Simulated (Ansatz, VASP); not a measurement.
BN: VASP beside Ansatz

Contents of INCAR:

```
  PREC = Accurate
  ENCUT = 520
  EDIFF = 1E-6
  ISMEAR = 1
  SIGMA = 0.05
  LREAL = False
  LASPH = True
  NELM = 60
  ALGO = Normal
  ISIF = 2
  LWAVE = False
  LCHARG = True
  GGA = PE
  IVDW = 12
  LELF = True
  LVHAR = True
  NBANDS = 16
```

KPOINTS

```
Automatic mesh
0
Gamma
  12 12 4
```

POSCAR

```
BN
1.0
    2.6815406787      0.0000000000      0.0000000000
   -1.3407703394      2.1703573356      0.0000000000
    0.0000000000      0.0000000000      6.5923998870
B N
2 2
Direct
   -0.1037260910      0.0000000000      0.5000000000
    0.4372392715      0.6666666667      0.0000000000
    0.1034051985      0.0000000000      0.0000000000
    0.5631226698      0.3333333333      0.5000000000
```

Input for Ansatz:

```yaml
crystal:
  lattice:
    - [2.6815406787, 0.0, 0.0]
    - [-1.3407703394, 2.1703573356, 0.0]
    - [0.0, 0.0, 6.592399887]
  atoms:
    - { symbol: B, position: [-0.103726091, 0.0, 0.5] }
    - { symbol: B, position: [0.4372392715, 0.6666666667, 0.0] }
    - { symbol: "N", position: [0.1034051985, 0.0, 0.0] }
    - { symbol: "N", position: [0.5631226698, 0.3333333333, 0.5] }
basis:
  ecutwfc: 520.0
kpoints:
  mp_grid: { grid: [12, 12, 4] }
hamiltonian:
  xc: pbe
  dispersion: d3bj
scf:
  occupations: { method: methfessel_paxton, width: 0.05 }
output:
  forces: true
  stress: true
  eigenvalues: true
```

Change from the starting cell: mode 4 frozen in at -0.260 Å, normal strain along x +0.0700.

Alike in both runs: task single point; functional PBE; dispersion D3(BJ); k mesh 12 × 12 × 4; occupations methfessel-paxton of order 1, width 0.05 eV; no spin polarisation.

```csv
,VASP,Ansatz
version,VASP 6.6.1,Ansatz 0.2.0
potentials or method,"VASP PAW PBE potentials, release 64 (B, N), cutoff 520 eV","scalar-relativistic, plane waves, PAW"
valence electrons in the cell,16,16
```

```tsv
	VASP	Ansatz	Ansatz less VASP
gap on the k mesh at the Fermi level (eV)	3.34	3.34	+0.006
least direct gap on the mesh (eV)	3.78	3.79	+0.003
pressure (GPa)	-20.0	-20.0	-0.02
traceless stress, the component that is largest in VASP (GPa)	-31.44	-31.45	-0.018
rms of the force components (eV/Å)	0.267	0.265	-0.0019
```

Atom by atom the forces differ by 0.002 eV/Å (rms over components).
